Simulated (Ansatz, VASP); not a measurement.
**ScAl3N4 in VASP and in Ansatz**

```
Sc Al N
1.0
     3.15832    0.00000    0.00000
    -1.57916    2.73518    0.00000
     0.00000    0.00000   10.31379
Sc Al N
1 3 4
Direct
  0.33333 0.66667 0.16146
  0.66667 0.33333 0.42901
  0.66667 0.33333 0.91861
  0.33333 0.66667 0.67311
  0.66667 0.33333 0.24838
  0.66667 0.33333 0.73562
  0.33333 0.66667 0.49074
  0.00000 0.00000 0.98706
```

Alike in both runs: functional PBE; k mesh 12 × 12 × 4; occupations gaussian, width 0.02 eV; no spin polarisation.

Ansatz relaxed the structure, and its values are those at the end. VASP's run is a single point on that final structure, the one shown.

```csv
,VASP,Ansatz
version,VASP 6.6.1,Ansatz 0.2.0
potentials or method,"VASP PAW PBE potentials, release 64 (Sc_sv, Al, N), cutoff 520 eV","scalar-relativistic, plane waves, PAW"
valence electrons in the cell,40,40
```

```tsv
	VASP	Ansatz	Ansatz less VASP
gap on the k mesh at the Fermi level (eV)	3.03	3.03	+0.002
least direct gap on the mesh (eV)	3.21	3.21	+0.003
pressure (GPa)	0.1	0.0	-0.07
rms of the force components (eV/Å)	0.028	0.003	-0.0254
```

With one functional, cell and mesh, what is left measures potentials, basis and numerics.
